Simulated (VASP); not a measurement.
Mg2BeSeO2:

```
Mg Be Se O
1.0
     2.63263   -6.20079    0.00000
     2.63263    6.20079    0.00000
     0.00000    0.00000    2.86422
Mg Be Se O
2 1 1 2
Direct
  0.77924 0.22076 0.00000
  0.22076 0.77924 0.00000
  0.50000 0.50000 0.50000
  0.00000 0.00000 0.00000
  0.50000 0.00000 0.50000
  0.00000 0.50000 0.50000
```

The cell was generated, and may not be a known phase.

```yaml
Program: VASP 6.6.1
Task: relaxation of cell and atoms
Functional: PBE
Potentials_or_basis: VASP PAW PBE potentials, release 64 (Mg, Be, Se, O)
Cutoff: 600 eV
k_mesh: 4 × 4 × 6
Occupations: gaussian, width 0.1 eV
Spin: collinear spin, ferromagnetic start
Starting_moments: "[0.0, 0.0, 0.0, 0.0, -0.16, -0.16] μB"
```

At the start: pressure 0.1 GPa; volume 15.59 Å³/atom.

Q: Where does the relaxation end?

A: Over 8 steps the energy falls by 27.5 meV/atom and the volume is 15.61 Å³/atom (+0.2 %); space group Cmmm (No. 65, to 0.1 Å) before and after; moment 0.00 μB per cell.

Step by step:
```csv
step,energy change (eV),largest force (eV/Å),pressure (GPa),volume (Å³)
1,0.0000,0.2518,0.08,93.51
2,-0.0597,0.3841,0.10,93.59
3,-0.0947,0.5491,0.22,93.62
4,-0.1284,0.3835,-0.13,94.06
5,-0.1379,0.2400,-0.34,94.39
6,-0.1627,0.0339,-0.07,93.88
7,-0.1633,0.0610,-0.13,93.95
8,-0.1649,0.0320,-0.01,93.66
```

Final structure:
```cif
data_structure
_symmetry_space_group_name_H-M 'P 1'
_symmetry_Int_Tables_number 1
_cell_length_a 6.7539
_cell_length_b 6.7539
_cell_length_c 2.7602
_cell_angle_alpha 90.000
_cell_angle_beta 90.000
_cell_angle_gamma 131.941
_cell_volume 93.66
loop_
_atom_site_label
_atom_site_type_symbol
_atom_site_fract_x
_atom_site_fract_y
_atom_site_fract_z
_atom_site_occupancy
Mg1 Mg 0.76742 0.23258 0.00000 1
Mg2 Mg 0.23258 0.76742 0.00000 1
Be1 Be 0.50000 0.50000 0.50000 1
Se1 Se 0.00000 0.00000 0.00000 1
O1 O 0.50000 0.00000 0.50000 1
O2 O 0.00000 0.50000 0.50000 1
```

Caveat: the k points lie up to 0.38 Å⁻¹ apart in the final cell, too coarse for converged energies and pressures of a metal.
